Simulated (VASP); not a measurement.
A run of VASP 6.6.1:

File INCAR:

```
SYSTEM = ZrB
PREC     = Accurate       ! precision mode
ENCUT    = 520            ! plane-wave cutoff, eV
EDIFF    = 1E-7           ! SCF threshold, eV
ISMEAR   = 0              ! smearing method
SIGMA    = 0.15           ! smearing width, eV
LREAL    = .FALSE.        ! projectors in reciprocal space
LASPH    = .TRUE.         ! aspherical terms in the spheres
NELM     = 60             ! most SCF steps
ALGO     = Normal         ! electronic algorithm
ISIF     = 2              ! what is computed and relaxed
LWAVE    = .FALSE.        ! write WAVECAR
LCHARG   = .FALSE.        ! write CHGCAR
GGA      = PS             ! functional
NBANDS   = 14             ! bands
```

KPOINTS

```
Automatic mesh
0
G
  20 20 20
  0 0 0
```

File POSCAR:

```
ZrB
1.0
    0.5667295406      2.6401302987      2.6401302987
    2.6401302987      0.5667295406      2.6401302987
    2.6401302987      2.6401302987      0.5667295406
Zr B
1 1
Direct
    0.0000000000      0.0000000000      0.0000000000
    0.5000000000      0.5000000000      0.5000000000
```

Potentials or basis: VASP PAW PBE potentials, release 64 (Zr_sv, B).

Command:

```bash
$ cat potpaw_PBE.64/Zr_sv/POTCAR potpaw_PBE.64/B/POTCAR > POTCAR
$ mpirun -np 1 vasp_std > vasp.out
```

Hardware: 1 thread of AMD EPYC 9R45 (Zen 5), on a shared host.

**Question.** Estimate the wall time of this run.

**Answer.** Run time: 3.3 min on 1 thread of AMD EPYC 9R45 (Zen 5), with other jobs on the host, peak memory 0.37 GiB. Counts: scf iterations 13, k points 781.
